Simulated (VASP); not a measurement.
Input of a VASP 6.6.1 run:

The input INCAR:

```
SYSTEM = CuO
PREC = Accurate
ENCUT = 520
EDIFF = 1E-6
ISMEAR = -1
SIGMA = 0.05
LREAL = .FALSE.
LASPH = .TRUE.
NELM = 150
ALGO = Normal
ISIF = 2
LWAVE = .FALSE.
LCHARG = .TRUE.
LMAXMIX = 4
LDAU = .TRUE.
LDAUTYPE = 2
LDAUL = 2 -1
LDAUU = 5.3 0
LDAUJ = 0 0
LDAUPRINT = 1
GGA = PS
LELF = .TRUE.
LVHAR = .TRUE.
NBANDS = 44
```

The input KPOINTS:

```
regular mesh
0
G
  9 5 5
  0 0 0
```

Contents of POSCAR:

```
CuO
1.0
   -2.0659962214      2.0467605455     -0.1603015990
    0.4040295621      0.0004689479     -5.1007906666
   -2.0677589921     -6.1426939225     -0.1599631890
Cu O
4 4
Direct
    0.2500619626     -0.0000038377      0.2499925756
    0.7499551001     -0.0000022279      0.7499886757
    0.9999681951      0.5000036274      0.5000014643
    0.4999753680      0.4999985353      1.0000096493
    0.7499024326      0.7496615550      0.2502556567
    0.2497885694      0.7496664446      0.7502546462
    0.7502275391      0.2503372817      0.2497485511
    0.2501208631      0.2503386017      0.7497488113
```

Potentials or basis: VASP PAW PBE potentials, release 64 (Cu, O).

Launch:

```sh
$ cat potpaw_PBE.64/Cu/POTCAR potpaw_PBE.64/O/POTCAR > POTCAR
$ mpirun -np 1 vasp_std > vasp.out
```

Problem. What does it give for the pressure?

Solution. -5.7 GPa.

Problem. What does it give for the band gap on the k mesh?

Solution. Zero (bands 34 and 35 overlap by 0.88 eV).

Problem. Predict the largest force.

Solution. 0.005 eV/Å.

Stress tensor (GPa, compression positive):
```
-5.31 -0.02  0.12
-0.02 -5.15  0.00
 0.12  0.00 -6.65
```

Caveat: the cell stands under tension; the PAW data sets were made with another functional, which shifts forces and pressure a little; U without spin polarisation on a metal has little footing.
